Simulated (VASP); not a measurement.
Wanted: the native input for a VASP 6.6.1 run.

```yaml
Task: single point
Functional: r2SCAN
Potentials_or_basis: VASP PAW PBE potentials, release 64 (Na_pv, I)
Cutoff: 520 eV
k_mesh: 6 × 6 × 6
Occupations: fermi-dirac, width 0.02 eV
Spin: no spin polarisation
Dipole_correction: no
Further_INCAR_settings: ALGO = Normal; EDIFF = 1e-07; NBANDS = 22
```

Crystal: NaI.

```xyz
4
Lattice="-2.2145 2.2145 8.5310 2.2145 -2.2145 8.5310 2.2145 2.2145 -8.5310" Properties=species:S:1:pos:R:3 pbc="T T T"
Na    2.2145    0.0000    4.2655
Na    0.0000    0.0000    8.5310
I     0.0000    2.2145    4.2655
I     0.0000    0.0000    0.0000
```

These files were run (other wordings do the same):

POSCAR

```
NaI
1.0
   -2.2145130000      2.2145130000      8.5310474400
    2.2145130000     -2.2145130000      8.5310474400
    2.2145130000      2.2145130000     -8.5310474400
Na I
2 2
Direct
    0.2500000000      0.7500000000      0.5000000000
    0.5000000000      0.5000000000      0.0000000000
    0.7500000000      0.2500000000      0.5000000000
    0.0000000000      0.0000000000      0.0000000000
```

INCAR.step1

```
  ALGO = Normal
  EDIFF = 1E-4
  ENCUT = 520
  GGA = PE
  ISMEAR = -1
  LASPH = True
  LCHARG = False
  LREAL = False
  LWAVE = True
  NBANDS = 22
  NELM = 80
  PREC = Accurate
  SIGMA = 0.02
```

INCAR.step2

```
  ALGO = Normal
  EDIFF = 1E-7
  ENCUT = 520
  ISIF = 2
  ISMEAR = -1
  ISTART = 1
  LASPH = True
  LCHARG = False
  LMIXTAU = True
  LREAL = False
  LWAVE = False
  METAGGA = R2SCAN
  NBANDS = 22
  NELM = 80
  PREC = Accurate
  SIGMA = 0.02
```

KPOINTS

```
k-points
0
Gamma
  6 6 6
```

Potentials or basis: VASP PAW PBE potentials, release 64 (Na_pv, I).

The run is started by

```console
$ cat potpaw_PBE.64/Na_pv/POTCAR potpaw_PBE.64/I/POTCAR > POTCAR
$ cp INCAR.step1 INCAR
$ mpirun -np 1 vasp_std > vasp.out
$ cp INCAR.step2 INCAR
$ mpirun -np 1 vasp_std > vasp.out
```

Results of the run:

```yaml
Pressure: -0.3 GPa
Band_gap_on_the_k_mesh: 3.76 eV (least direct gap 3.81 eV)
```

Caveat: the PAW data sets were made with another functional, which shifts forces and pressure a little; spin-orbit coupling is left out, which moves the levels of the heavy elements.

Run time: 39 min on 1 thread of Intel(R) Xeon(R) Platinum 8259CL CPU @ 2.50GHz (Skylake/Cascade Lake), on a shared host, peak memory 0.8 GiB.
